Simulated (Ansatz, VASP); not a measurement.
# NaI: VASP beside Ansatz

The input POSCAR:

```
NaI
1.0
    0.0000000000      3.3989837796      3.3989837796
    3.3989837796      0.0000000000      3.3989837796
    3.3989837796      3.3989837796      0.0000000000
Na I
1 1
Direct
    0.0000000000      0.0000000000      0.0000000000
    0.2500000000      0.2500000000      0.2500000000
```

Contents of INCAR.step1:

```
PREC = Accurate
ENCUT = 520
ISMEAR = 0
SIGMA = 0.01
LREAL = False
LASPH = True
NELM = 60
NBANDS = 14
GGA = PE
ALGO = Normal
EDIFF = 1E-4
LWAVE = True
LCHARG = False
```

The input INCAR.step2:

```
PREC = Accurate
ENCUT = 520
EDIFF = 1E-6
ISMEAR = 0
SIGMA = 0.01
LREAL = False
LASPH = True
NELM = 60
ALGO = Normal
ISIF = 2
LWAVE = False
LCHARG = False
METAGGA = R2SCAN
LMIXTAU = True
NBANDS = 14
ISTART = 1
```

File KPOINTS:

```
regular mesh
0
Gamma
  6 6 6
```

Input for Ansatz:

```yaml
crystal:
  lattice:
    - [0.0, 3.3989837796, 3.3989837796]
    - [3.3989837796, 0.0, 3.3989837796]
    - [3.3989837796, 3.3989837796, 0.0]
  atoms:
    - { symbol: Na, position: [0.0, 0.0, 0.0] }
    - { symbol: I, position: [0.25, 0.25, 0.25] }
kpoints:
  mp_grid: { grid: [6, 6, 6] }
  band_path:
    path:
      - [0.0, 0.0, 0.0]
      - [-0.5, -0.5, 0.0]
      - [-0.375, -0.375, 0.25]
      - [-0.375, 0.0, 0.375]
      - [0.0, 0.0, 0.5]
      - [-0.5, -0.25, 0.25]
    npoints: 1
hamiltonian:
  xc: r2scan
scf:
  occupations: { method: fixed }
  n_extra_bands: 4
output:
  forces: true
  stress: true
  eigenvalues: true
```

Change from the starting cell: hydrostatic strain -4.1%.

Alike in both runs: task single point; functional r2SCAN; k mesh 6 × 6 × 6; no spin polarisation.

```csv
,VASP,Ansatz
version,VASP 6.6.1,Ansatz 0.2.0
potentials or method,"VASP PAW PBE potentials, release 64 (Na_pv, I)","plane waves, PAW"
plane-wave cutoff (eV),520,500
occupations,"gaussian, width 0.01 eV",fixed
valence electrons in the cell,14,26
```

```csv
,VASP,Ansatz,Ansatz less VASP
gap on the k mesh at the Fermi level (eV),4.65,4.65,-0.005
pressure (GPa),1.9,2.0,+0.05
```

VASP's potentials were made for PBE, not for r2SCAN. VASP's potentials hold 14 valence electrons a cell and Ansatz's 26, so a difference there can come from the potentials and not from the codes.

Spin-orbit coupling is off throughout.
